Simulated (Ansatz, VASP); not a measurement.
ZrC in VASP and in Ansatz

```
Zr C
1.0
     0.00000    2.35021    2.35021
     2.35021    0.00000    2.35021
     2.35021    2.35021    0.00000
Zr C
1 1
Direct
  0.50000 0.50000 0.50000
  0.00000 0.00000 0.00000
```

Alike in both runs: task relaxation of cell and atoms; functional PBE; dispersion D3(BJ); k mesh 16 × 16 × 16; occupations gaussian, width 0.1 eV; no spin polarisation.

|  | VASP | Ansatz |
| --- | --- | --- |
| version | VASP 6.6.1 | Ansatz 0.2.0 |
| potentials or method | VASP PAW PBE potentials, release 64 (Zr_sv, C), cutoff 600 eV | scalar-relativistic, plane waves, PAW |
| valence electrons in the cell | 16 | 16 |

Ansatz gave:

| Item | Value |
| --- | --- |
| gap on the k mesh at the Fermi level, each at its own relaxed structure (eV) | none |
| relaxed volume (Å³/atom) | 12.76 |
| relaxed cell length with the largest relative difference (Å) | 3.304 |

Task: What did VASP give for the same quantities?

Result: gap on the k mesh at the Fermi level, each at its own relaxed structure (eV): none; relaxed volume (Å³/atom): 12.76; relaxed cell length with the largest relative difference (Å): 3.305.

A gap of «none» marks a metal or a gap that the smearing closes.
